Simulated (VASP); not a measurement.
Input of a VASP 6.6.1 run:

INCAR

```
ALGO     = Normal         # electronic algorithm
EDIFF    = 1E-6           # SCF threshold, eV
ENCUT    = 500            # plane-wave cutoff, eV
GGA      = PE             # functional
GGA_COMPAT= False        
ISIF     = 2              # what is computed and relaxed
ISMEAR   = 0              # smearing method
LASPH    = True           # aspherical terms in the spheres
LCHARG   = True           # write CHGCAR
LELF     = True           # ELF
LREAL    = False          # projectors in reciprocal space
LVHAR    = True         
LWAVE    = False          # write WAVECAR
NBANDS   = 52             # bands
NELM     = 120            # most SCF steps
PREC     = Accurate       # precision mode
SIGMA    = 0.2            # smearing width, eV
```

The input KPOINTS:

```
k-points
0
Gamma
  4 4 3
```

POSCAR

```
Mo5Rh
1.0
    4.5377718345      0.0000000029      0.0000000000
   -2.2688859198      3.9298256838      0.0000000000
    0.0000000000      0.0000000000      5.2967362746
Mo Rh
5 1
Direct
    0.3333333333      0.6666666667      0.2574860811
    0.3333333333      0.6666666667      0.7425139189
    0.6666666667      0.3333333333      0.7425139189
    0.6666666667      0.3333333333      0.2574860811
    0.0000000000      0.0000000000      0.5000000000
    0.0000000000      0.0000000000      0.0000000000
```

Potentials or basis: VASP PAW PBE potentials, release 64 (Mo_sv, Rh_pv).

Command:

```sh
$ cat potpaw_PBE.64/Mo_sv/POTCAR potpaw_PBE.64/Rh_pv/POTCAR > POTCAR
$ mpirun -np 1 vasp_std > vasp.out
```

(1) What does it give for the band gap on the k mesh?

(2) What does it give for the largest force?

(3) Predict the pressure.

## Answers

(1) zero (an odd number of electrons rules out a gap without spin polarisation).

(2) 0.018 eV/Å.

(3) 0.3 GPa.

Caveat: the k points lie up to 0.40 Å⁻¹ apart, too coarse for converged energies and pressures of a metal.
